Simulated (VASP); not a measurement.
Input of a VASP 6.6.1 run:

The input INCAR:

```
SYSTEM = Ge
  ALGO = Normal
  EDIFF = 1E-6
  EDIFFG = -0.01
  ENCUT = 600
  GGA = PS
  IBRION = 2
  ISIF = 3
  ISMEAR = -1
  LASPH = .TRUE.
  LCHARG = .FALSE.
  LREAL = .FALSE.
  LWAVE = .FALSE.
  NELM = 100
  NSW = 60
  PREC = Accurate
  PSTRESS = 20.0
  SIGMA = 0.05
```

File KPOINTS:

```
k-points
0
G
  11 11 11
  0 0 0
```

POSCAR

```
Ge
1.0
   -2.5744897190      2.5744897190      1.3974126432
    2.5744897190     -2.5744897190      1.3974126432
    2.5744897190      2.5744897190     -1.3974126432
Ge
2
Direct
    0.5000000000      0.5000000000      0.0000000000
    0.2500000000      0.7500000000      0.5000000000
```

Potentials or basis: VASP PAW PBE potentials, release 64 (Ge_d).

Run with:

```bash
$ cat potpaw_PBE.64/Ge_d/POTCAR > POTCAR
$ mpirun -np 1 vasp_std > vasp.out
```

(1) Estimate the relaxed volume.

(2) Predict the band gap on the k mesh.

(3) Predict the space group after relaxing (to 0.1 Å).

(4) Predict the relaxed cell.

Results:

(1) 17.97 Å³/atom.

(2) zero (bands 14 and 15 overlap by 4.91 eV).

(3) I4_1/amd (No. 141).

(4) a = 3.861 Å, b = 3.861 Å, c = 3.861 Å, α = 97.36°, β = 97.36°, γ = 138.05°.

Caveat: the cell is relaxed towards a set pressure, so the run minimises the enthalpy, not the energy; the PAW data sets were made with another functional, which shifts forces and pressure a little.
